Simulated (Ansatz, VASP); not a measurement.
**Hf3B2 in VASP and in Ansatz**

Contents of INCAR:

```
SYSTEM = Hf3B2
PREC     = Accurate       ! precision mode
ENCUT    = 520            ! plane-wave cutoff, eV
EDIFF    = 1E-6           ! SCF threshold, eV
ISMEAR   = 0              ! smearing method
SIGMA    = 0.1            ! smearing width, eV
LREAL    = .FALSE.        ! projectors in reciprocal space
LASPH    = .TRUE.         ! aspherical terms in the spheres
NELM     = 100            ! most SCF steps
ALGO     = Fast           ! electronic algorithm
ISIF     = 2              ! what is computed and relaxed
LWAVE    = .FALSE.        ! write WAVECAR
LCHARG   = .FALSE.        ! write CHGCAR
GGA      = PE             ! functional
NBANDS   = 26             ! bands
```

Contents of KPOINTS:

```
regular mesh
0
G
  8 8 8
  0 0 0
```

Contents of POSCAR:

```
Hf3B2
1.0
    4.4327567879      0.0000000000      0.0000000000
    0.0000000000      4.4327567879      0.0000000000
    0.0000000000      0.0000000000      4.4327567879
Hf B
3 2
Direct
    0.0000000000      0.5000000000      0.0000000000
    0.0000000000      0.0000000000      0.5000000000
    0.5000000000      0.0000000000      0.0000000000
    0.5000000000      0.5000000000      0.5000000000
    0.0000000000      0.0000000000      0.0000000000
```

Input for Ansatz:

```yaml
crystal:
  lattice:
    - [4.4327567879, 0.0, 0.0]
    - [0.0, 4.4327567879, 0.0]
    - [0.0, 0.0, 4.4327567879]
  atoms:
    - { symbol: Hf, position: [0.0, 0.5, 0.0] }
    - { symbol: Hf, position: [0.0, 0.0, 0.5] }
    - { symbol: Hf, position: [0.5, 0.0, 0.0] }
    - { symbol: B, position: [0.5, 0.5, 0.5] }
    - { symbol: B, position: [0.0, 0.0, 0.0] }
basis:
  ecutwfc: 420
kpoints:
  mp_grid: { grid: [8, 8, 8] }
  band_path:
    path:
      - [[0.0, 0.0, 0.0], [0.0, 0.5, 0.0], [0.5, 0.5, 0.0], [0.0, 0.0, 0.0], [0.5, 0.5, 0.5], [0.0, 0.5, 0.0]]
      - [[0.5, 0.5, 0.5], [0.5, 0.5, 0.0]]
    npoints: 14
hamiltonian:
  xc: pbe
scf:
  occupations: { method: gaussian, width: 0.1 }
  n_extra_bands: 12
output:
  forces: true
  stress: true
  eigenvalues: true
  populations: true
  dos: { projected: true, de: 0.02, nscf_kmesh: { grid: [10, 10, 10] } }
  bader: true
```

Alike in both runs: task single point; functional PBE; k mesh 8 × 8 × 8; occupations gaussian, width 0.1 eV; no spin polarisation.

|  | VASP | Ansatz |
| --- | --- | --- |
| version | VASP 6.6.1 | Ansatz 0.2.0 |
| potentials or method | VASP PAW PBE potentials, release 64 (Hf_pv, B), cutoff 520 eV | scalar-relativistic, plane waves, PAW |
| valence electrons in the cell | 36 | 84 |

|  | VASP | Ansatz | Ansatz less VASP |
| --- | --- | --- | --- |
| gap on the k mesh at the Fermi level (eV) | none | none | - |
| pressure (GPa) | -0.3 | 0.0 | +0.25 |

A gap of «none» marks a metal or a gap that the smearing closes. With one functional, cell and mesh, what is left measures potentials, basis and numerics. VASP's potentials hold 36 valence electrons a cell and Ansatz's 84, so a difference there can come from the potentials and not from the codes.

Spin-orbit coupling is off throughout.
